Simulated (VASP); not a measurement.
# SnO2 (Cassiterite) (P4_2/mnm) in VASP: further runs

Runs on SnO2 (Cassiterite). Level: PBE+D3(BJ). Tasks: single point.

Everything below comes from runs of VASP 6.6.1. Logs are shortened: lines on timing, memory, paths and dates and some standing lists are left out, and cuts for length are marked.

## 1. The cell of the first run

The structure is tetragonal, space group P4_2/mnm (No. 136). Conventional cell: a = 4.818 Å, b = 4.818 Å, c = 3.238 Å, α = 90.00°, β = 90.00°, γ = 90.00°. Within 2.8 Å of Sn (site symmetry mmm) lie 6 O at 2.09 Å. Within 2.8 Å of O (site symmetry m2m) lie 3 Sn at 2.09 Å and 1 O at 2.64 Å.

## 2. Single point, PBE+D3(BJ)

Contents of INCAR:

```
ALGO     = Normal         # electronic algorithm
EDIFF    = 1E-7           # SCF threshold, eV
ENCUT    = 520            # plane-wave cutoff, eV
GGA      = PE             # functional
ISIF     = 2              # what is computed and relaxed
ISMEAR   = 1              # smearing method
IVDW     = 12             # dispersion correction
LASPH    = T              # aspherical terms in the spheres
LCHARG   = F              # write CHGCAR
LREAL    = F              # projectors in reciprocal space
LWAVE    = F              # write WAVECAR
NBANDS   = 35             # bands
NELM     = 80             # most SCF steps
PREC     = Accurate       # precision mode
SIGMA    = 0.01           # smearing width, eV
```

Contents of KPOINTS:

```
k-points
0
Gamma
  3 3 4
```

Contents of POSCAR:

```
SnO2
1.0
    4.8179815432      0.0000000000      0.0000000000
    0.0000000000      4.8179815432      0.0000000000
    0.0000000000      0.0000000000      3.2377944452
Sn O
2 4
Direct
    0.0000000000      0.0000000000      0.0000000000
    0.5000000000      0.5000000000      0.5000000000
    0.3064684125      0.3064684125      0.0000000000
    0.1935315875      0.8064684125      0.5000000000
    0.6935315875      0.6935315875      0.0000000000
    0.8064684125      0.1935315875      0.5000000000
```

Potentials or basis: VASP PAW PBE potentials, release 64 (Sn_d, O).

Command:

```console
$ cat potpaw_PBE.64/Sn_d/POTCAR potpaw_PBE.64/O/POTCAR > POTCAR
$ mpirun -np 1 vasp_std > vasp.out
```

OUTCAR:

```text
EDIFF = 1E-7
   ENCUT = 520
   GGA = PE
   ISIF = 2
   ISMEAR = 1
   IVDW = 12
   LASPH = T
   LREAL = F
   NELM = 80
   PREC = Accurate
 IVDW          = 12

 ion  position               nearest neighbor table
   1  0.000  0.000  0.000-   4 2.09   6 2.09   4 2.09   6 2.09   5 2.09   3 2.09
   2  0.500  0.500  0.500-   3 2.09   5 2.09   3 2.09   5 2.09   4 2.09   6 2.09
   3  0.306  0.306  0.000-   2 2.09   2 2.09   1 2.09
   4  0.194  0.806  0.500-   1 2.09   1 2.09   2 2.09
   5  0.694  0.694  0.000-   2 2.09   2 2.09   1 2.09
   6  0.806  0.194  0.500-   1 2.09   1 2.09   2 2.09

  LATTYP: Found a simple tetragonal cell.
 ALAT       =     4.8179815432
 C/A-ratio  =     0.6720230072

  Lattice vectors:

 A1 = (   4.8179815432,   0.0000000000,   0.0000000000)
 A2 = (   0.0000000000,   4.8179815432,   0.0000000000)
 A3 = (   0.0000000000,   0.0000000000,   3.2377944452)

Analysis of symmetry for initial positions (statically):
=====================================================================
 Subroutine PRICEL returns:
 Original cell was already a primitive cell.

 Routine SETGRP: Setting up the symmetry group for a
 simple tetragonal supercell.

 Subroutine GETGRP returns: Found 16 space group operations
 (whereof  8 operations were pure point group operations)
 out of a pool of 16 trial point group operations.

The static configuration has the point symmetry D_2h.
 The point group associated with its full space group is D_4h.

Analysis of symmetry for dynamics (positions and initial velocities):
=====================================================================
 Subroutine PRICEL returns:
 Original cell was already a primitive cell.

 Routine SETGRP: Setting up the symmetry group for a
 simple tetragonal supercell.

 Subroutine GETGRP returns: Found 16 space group operations
 (whereof  8 operations were pure point group operations)
 out of a pool of 16 trial point group operations.

The dynamic configuration has the point symmetry D_2h.
 The point group associated with its full space group is D_4h.

 Subroutine INISYM returns: Found 16 space group operations
 (whereof  8 operations are pure point group operations),
 and found     1 'primitive' translations

----------------------------------------------------------------------------------------

                                     Primitive cell

  volume of cell :      75.1587

  direct lattice vectors                    reciprocal lattice vectors
     4.817981543  0.000000000  0.000000000     0.207555797  0.000000000  0.000000000
     0.000000000  4.817981543  0.000000000     0.000000000  0.207555797  0.000000000
     0.000000000  0.000000000  3.237794445     0.000000000  0.000000000  0.308852219

  length of vectors
     4.817981543  4.817981543  3.237794445     0.207555797  0.207555797  0.308852219

  position of ions in fractional coordinates (direct lattice)
     0.000000000  0.000000000  0.000000000
     0.500000000  0.500000000  0.500000000
     0.306468413  0.306468413  0.000000000
     0.193531587  0.806468413  0.500000000
     0.693531587  0.693531587  0.000000000
     0.806468413  0.193531587  0.500000000

  ion indices of the primitive-cell ions
   primitive index   ion index
                 1           1
                 2           2
                 3           3
                 4           4
                 5           5
                 6           6

----------------------------------------------------------------------------------------

 KPOINTS: k-points

Automatic generation of k-mesh.
 Grid dimensions read from file:
 generate k-points for:    3    3    4

 Generating k-lattice:

  Cartesian coordinates                     Fractional coordinates (reciprocal lattice)
     0.069185266  0.000000000  0.000000000     0.333333333  0.000000000  0.000000000
     0.000000000  0.069185266  0.000000000     0.000000000  0.333333333  0.000000000
     0.000000000  0.000000000  0.077213055     0.000000000  0.000000000  0.250000000

  Length of vectors
     0.069185266  0.069185266  0.077213055

  Shift w.r.t. Gamma in fractional coordinates (k-lattice)
     0.000000000  0.000000000  0.000000000

 Subroutine IBZKPT returns following result:
 ===========================================

 Found      9 irreducible k-points:

 Following reciprocal coordinates:
            Coordinates               Weight
  0.000000  0.000000  0.000000      1.000000
  0.333333  0.000000  0.000000      4.000000
  0.333333  0.333333  0.000000      4.000000
  0.000000  0.000000  0.250000      2.000000
  0.333333  0.000000  0.250000      8.000000
  0.333333  0.333333  0.250000      8.000000
  0.000000  0.000000  0.500000      1.000000
  0.333333  0.000000  0.500000      4.000000
  0.333333  0.333333  0.500000      4.000000
   k-points           NKPTS =      9   k-points in BZ     NKDIM =      9   number of bands    NBANDS=     35
   number of dos      NEDOS =    301   number of ions     NIONS =      6
   total plane-waves  NPLWV =  31104
   dimension x,y,z NGX =    36 NGY =   36 NGZ =   24
   dimension x,y,z NGXF=    72 NGYF=   72 NGZF=   48
   ions per type =               2   4
   NGX,Y,Z   is equivalent  to a cutoff of  12.42, 12.42, 12.32 a.u.
   NGXF,Y,Z  is equivalent  to a cutoff of  24.84, 24.84, 24.65 a.u.
 SYSTEM =  unknown system
   PREC   = accura    normal or accurate (medium, high low for compatibility)
   ISTART =      0    job   : 0-new  1-cont  2-samecut
   ICHARG =      2    charge: 1-file 2-atom 10-const
   ISPIN  =      1    spin polarized calculation?
   LNONCOLLINEAR =      F non collinear calculations
   LSORBIT =      F    spin-orbit coupling
   LASPH  =      T    aspherical Exc in radial PAW
   ENCUT  =  520.0 eV  38.22 Ry    6.18 a.u.   8.96  8.96  6.02*2*pi/ulx,y,z
   NELM   =     80;   NELMIN=  2; NELMDL= -5     # of ELM steps
   EDIFF  = 0.1E-06   stopping-criterion for ELM
   LREAL  =      F    real-space projection
   EDIFFG = 0.1E-05   stopping-criterion for IOM
   NSW    =      0    number of steps for IOM
   IBRION =     -1    ionic relax: 0-MD 1-quasi-New 2-CG
   NFREE  =      0    steps in history (QN), initial steepest desc. (CG)
   ISIF   =      2    stress and relaxation
   ISYM   =      2    0-nonsym 1-usesym 2-fastsym
   POTIM  = 0.5000    time-step for ionic-motion
   TEBEG  =    0.0;   TEEND  =   0.0 temperature during run
   PSTRESS=    0.0 pullay stress
   NELECT =      52.0000    total number of electrons
   NUPDOWN=      -1.0000    fix difference up-down
   EMIN   =  10.00;   EMAX   =-10.00  energy-range for DOS
   EFERMI =   0.00;   METHOD = LEGACY
   ISMEAR =     1;   SIGMA  =   0.01  broadening in eV -4-tet -1-fermi 0-gaus
   EFERMI_NEDOS =   21; number of points for ismear=-14 and -15
   IALGO  =     38    algorithm
   IMIX   =      4    mixing-type and parameters
     AMIX     =   0.40;   BMIX     =  1.00
     AMIX_MAG =   1.60;   BMIX_MAG =  1.00
  volume/ion in A,a.u.               =      12.53        84.53
  Fermi-wavevector in a.u.,A,eV,Ry     =   1.447936  2.736203 28.524877  2.096519
  Thomas-Fermi vector in A             =   2.565834
   LORBIT       =      0    0 simple, 1 ext, 2 COOP (PROOUT), +10 PAW based schemes
   GGA     = PE    functional components
   LHFCALC =     F    Hartree Fock is set to
   AEXX    =    0.0000 exact exchange contribution
   IVDW    =    12    specifies the selected vdW correction
   LEPSILON=     F    determine dielectric tensor
   LRPA    =     F    only Hartree local field effects (RPA)
 non-spin polarized calculation
 Methfessel and Paxton  Order N= 1 SIGMA  =   0.01
  energy-cutoff  :      520.00
  volume of cell :       75.16
 maximum number of plane-waves:      2052
 NGX is ok and might be reduce to    36
   NGX = 17   NGY = 17   NGZ = 13

 number of electron      52.0000004 magnetization

 Free energy of the ion-electron system (eV)
  ---------------------------------------------------
  ext. energy  EPLUGINS =         0.00000000
  ---------------------------------------------------
  free energy    TOTEN  =       -37.29228277 eV

  energy without entropy =      -37.29228277  energy(sigma->0) =      -37.29228277

 E-fermi :   5.6692     XC(G=0): -10.9970

 val. band max:        5.5824572896   @ k =   0.0000   0.0000   0.0000
 cond. band min:       6.2818540100   @ k =   0.0000   0.0000   0.0000
 fundamental gap:      0.6993967204
 Fermi energy:         5.6692214607

 k-point     1 :       0.0000    0.0000    0.0000
  band No.  band energies     occupation
      1     -15.4641      2.00000
      2     -14.7885      2.00000
      3     -14.5966      2.00000
      4     -14.5688      2.00000
      5     -14.5688      2.00000
      6     -14.5050      2.00000
[... 27 lines left out ...]
     34      17.1246      0.00000
     35      17.8968      0.00000

 k-point     2 :       0.3333    0.0000    0.0000
  band No.  band energies     occupation
      1     -15.3168      2.00000
      2     -14.9671      2.00000
      3     -14.5934      2.00000
      4     -14.5716      2.00000
      5     -14.5642      2.00000
      6     -14.5641      2.00000
[... 27 lines left out ...]
     34      17.5565      0.00000
     35      17.8472      0.00000

 k-point     3 :       0.3333    0.3333    0.0000
  band No.  band energies     occupation
      1     -15.2743      2.00000
      2     -15.1052      2.00000
      3     -14.5835      2.00000
      4     -14.5730      2.00000
      5     -14.5703      2.00000
      6     -14.5649      2.00000
[... 27 lines left out ...]
     34      17.5161      0.00000
     35      17.8155      0.00000

 k-point     4 :       0.0000    0.0000    0.2500
  band No.  band energies     occupation
      1     -15.2290      2.00000
      2     -14.9447      2.00000
      3     -14.9447      2.00000
      4     -14.6160      2.00000
      5     -14.5074      2.00000
      6     -14.5020      2.00000
[... 27 lines left out ...]
     34      16.9561      0.00000
     35      17.5392      0.00000

 k-point     5 :       0.3333    0.0000    0.2500
  band No.  band energies     occupation
      1     -15.2219      2.00000
      2     -15.0974      2.00000
      3     -14.8114      2.00000
      4     -14.6272      2.00000
      5     -14.5028      2.00000
      6     -14.4963      2.00000
[... 27 lines left out ...]
     34      17.4901      0.00000
     35      17.8265      0.00000

 k-point     6 :       0.3333    0.3333    0.2500
  band No.  band energies     occupation
      1     -15.1685      2.00000
      2     -15.0038      2.00000
      3     -14.9506      2.00000
      4     -14.7371      2.00000
      5     -14.5006      2.00000
      6     -14.4901      2.00000
[... 27 lines left out ...]
     34      17.3062      0.00000
     35      17.8863      0.00000

 k-point     7 :       0.0000    0.0000    0.5000
  band No.  band energies     occupation
      1     -15.2412      2.00000
      2     -15.2412      2.00000
      3     -14.8212      2.00000
      4     -14.8212      2.00000
      5     -14.4517      2.00000
      6     -14.4517      2.00000
[... 27 lines left out ...]
     34      16.0777      0.00000
     35      18.1208      0.00000

 k-point     8 :       0.3333    0.0000    0.5000
  band No.  band energies     occupation
      1     -15.3705      2.00000
      2     -15.3705      2.00000
      3     -14.6359      2.00000
      4     -14.6359      2.00000
      5     -14.4570      2.00000
      6     -14.4570      2.00000
[... 27 lines left out ...]
     34      16.9937      0.00000
     35      17.9128      0.00000

 k-point     9 :       0.3333    0.3333    0.5000
  band No.  band energies     occupation
      1     -15.3736      2.00000
      2     -15.2492      2.00000
      3     -14.8331      2.00000
      4     -14.6404      2.00000
      5     -14.4576      2.00000
      6     -14.4566      2.00000
[... 27 lines left out ...]
     34      16.8488      0.00000
     35      17.9158      0.00000

------------------------ aborting loop because EDIFF is reached ----------------------------------------

 Edisp (eV)   -1.27268

 E8    (eV) :    -0.5116

  FORCE on cell =-STRESS in cart. coord.  units (eV):
  Direction    XX          YY          ZZ          XY          YZ          ZX
  --------------------------------------------------------------------------------------
  -------------------------------------------------------------------------------------
  Total      -0.82189    -0.82189    -0.70721     0.00000     0.00000     0.00000
  in kB     -17.52034   -17.52034   -15.07571     0.00000     0.00000     0.00000
  external pressure =      -16.71 kB  Pullay stress =        0.00 kB

 VOLUME and BASIS-vectors are now :
 -----------------------------------------------------------------------------
  energy-cutoff  :      520.00
  volume of cell :       75.16
      direct lattice vectors                 reciprocal lattice vectors
     4.817981543  0.000000000  0.000000000     0.207555797  0.000000000  0.000000000
     0.000000000  4.817981543  0.000000000     0.000000000  0.207555797  0.000000000
     0.000000000  0.000000000  3.237794445     0.000000000  0.000000000  0.308852219

 POSITION                                       TOTAL-FORCE (eV/Angst)
 -----------------------------------------------------------------------------------
      0.00000      0.00000      0.00000        -0.000000     -0.000000      0.000000
      2.40899      2.40899      1.61890        -0.000000     -0.000000      0.000000
      1.47656      1.47656      0.00000        -0.011006     -0.011006     -0.000000
      0.93243      3.88555      1.61890         0.011006     -0.011006      0.000000
      3.34142      3.34142      0.00000         0.011006      0.011006      0.000000
      3.88555      0.93243      1.61890        -0.011006      0.011006      0.000000
 -----------------------------------------------------------------------------------
    total drift:                                0.000000      0.000000      0.000000

  FREE ENERGIE OF THE ION-ELECTRON SYSTEM (eV)
  ---------------------------------------------------
  free  energy   TOTEN  =       -38.5649584500 eV

  energy  without entropy=      -38.5649584500  energy(sigma->0) =      -38.56495845
```

It took 46 s on 1 thread of AMD EPYC 7R13, shared host; peak memory 0.16 GiB.

What came out:

* Free energy: -38.5650 eV
* Pressure: -1.7 GPa
* Largest force: 0.016 eV/Å
* Band gap on the k mesh: 0.70 eV, direct
* Dispersion energy per atom: -0.212 eV

Forces on the atoms (eV/Å):
```
Sn   0.000  0.000  0.000
Sn   0.000  0.000  0.000
O   -0.011 -0.011  0.000
O    0.011 -0.011  0.000
O    0.011  0.011  0.000
O   -0.011  0.011  0.000
```

Stress tensor (GPa, compression positive):
```
-1.75  0.00  0.00
 0.00 -1.75  0.00
 0.00  0.00 -1.51
```

Caveat: the k points lie up to 0.49 Å⁻¹ apart; three body term missing; spin-orbit coupling is left out, which moves the levels of the heavy elements.

## 3. Single point, PBE+D3(BJ)

This run uses another cell than the first one, of 12.38 Å³/atom, 0.989 times its volume.

Contents of INCAR:

```
SYSTEM = SnO2
PREC = Accurate ; ENCUT = 520
EDIFF = 1E-7 ; ISMEAR = 1
SIGMA = 0.01 ; LREAL = .False.
LASPH = .True. ; NELM = 100
ALGO = Normal ; ISIF = 2
LWAVE = .False. ; LCHARG = .False.
GGA = PE ; IVDW = 12
NBANDS = 35
```

Contents of KPOINTS:

```
Automatic mesh
0
Gamma
  3 3 4
  0 0 0
```

Contents of POSCAR:

```
SnO2
1.0
    4.7950298218      0.0000000000      0.0000000000
    0.0000000000      4.7950298218      0.0000000000
    0.0000000000      0.0000000000      3.2314785948
Sn O
2 4
Direct
    0.0000000000      0.0000000000      0.0000000000
    0.5000000000      0.5000000000      0.5000000000
    0.3062423444      0.3062423444      0.0000000000
    0.1937576556      0.8062423444      0.5000000000
    0.6937576556      0.6937576556      0.0000000000
    0.8062423444      0.1937576556      0.5000000000
```

Potentials or basis: VASP PAW PBE potentials, release 64 (Sn_d, O).

Command:

```console
$ cat potpaw_PBE.64/Sn_d/POTCAR potpaw_PBE.64/O/POTCAR > POTCAR
$ mpirun -np 1 vasp_std > vasp.out
```

OUTCAR:

```text
SYSTEM = SnO2
   PREC = Accurate
   ENCUT = 520
   EDIFF = 1E-7
   ISMEAR = 1
   LREAL = .False.
   LASPH = .True.
   NELM = 100
   ISIF = 2
   GGA = PE
   IVDW = 12
 IVDW          = 12

 ion  position               nearest neighbor table
   1  0.000  0.000  0.000-   3 2.08   5 2.08   4 2.08   6 2.08   4 2.08   6 2.08   2 3.76   2 3.76
                             2 3.76   2 3.76   2 3.76   2 3.76   2 3.76   2 3.76
   2  0.500  0.500  0.500-   4 2.08   6 2.08   5 2.08   3 2.08   3 2.08   5 2.08   1 3.76   1 3.76
                             1 3.76   1 3.76   1 3.76   1 3.76   1 3.76   1 3.76
   3  0.306  0.306  0.000-   1 2.08   2 2.08   2 2.08
[... 542 lines left out ...]
  Total       0.11331     0.11331     0.23161    -0.00000     0.00000     0.00000
  in kB       2.44335     2.44335     4.99442    -0.00000     0.00000     0.00000
  external pressure =        3.29 kB  Pullay stress =        0.00 kB

 VOLUME and BASIS-vectors are now :
 -----------------------------------------------------------------------------
  energy-cutoff  :      520.00
  volume of cell :       74.30
      direct lattice vectors                 reciprocal lattice vectors
     4.795029822  0.000000000  0.000000000     0.208549276  0.000000000  0.000000000
     0.000000000  4.795029822  0.000000000     0.000000000  0.208549276  0.000000000
     0.000000000  0.000000000  3.231478595     0.000000000  0.000000000  0.309455864

 POSITION                                       TOTAL-FORCE (eV/Angst)
 -----------------------------------------------------------------------------------
      0.00000      0.00000      0.00000         0.000000     -0.000000     -0.000000
      2.39751      2.39751      1.61574         0.000000     -0.000000     -0.000000
      1.46844      1.46844      0.00000        -0.010713     -0.010713     -0.000000
      0.92907      3.86596      1.61574         0.010713     -0.010713     -0.000000
      3.32659      3.32659      0.00000         0.010713      0.010713      0.000000
      3.86596      0.92907      1.61574        -0.010713      0.010713      0.000000
 -----------------------------------------------------------------------------------
    total drift:                                0.000000      0.000000      0.000000

  FREE ENERGIE OF THE ION-ELECTRON SYSTEM (eV)
  ---------------------------------------------------
  free  energy   TOTEN  =       -38.5677469803 eV

  energy  without entropy=      -38.5677630856  energy(sigma->0) =      -38.56775235
```

stdout:

```text
POSCAR found type information on POSCAR SnO
 POSCAR found :  2 types and       6 ions
 scaLAPACK will be used
 LDA part: xc-table for (Slater+PW92), standard interpolation
 POSCAR, INCAR and KPOINTS ok, starting setup
 FFT: planning ... GRIDC
 FFT: planning ... GRID_SOFT
 FFT: planning ... GRID
 WAVECAR not read
 entering main loop
```

It took 45 s on 1 thread of AMD EPYC 7R13, shared host; peak memory 0.16 GiB.

What came out:

| Quantity | Value |
| --- | --- |
| Free energy | -38.5677 eV |
| Pressure | 0.3 GPa |
| Largest force | 0.015 eV/Å |
| Band gap on the k mesh | 0.81 eV, direct |
| Dispersion energy per atom | -0.215 eV |

Forces in eV/Å, atoms in the order of the input:
```
Sn   0.000  0.000  0.000
Sn   0.000  0.000  0.000
O   -0.011 -0.011  0.000
O    0.011 -0.011  0.000
O    0.011  0.011  0.000
O   -0.011  0.011  0.000
```

Caveat: the k points lie up to 0.49 Å⁻¹ apart; three body term missing; spin-orbit coupling is left out, which moves the levels of the heavy elements.
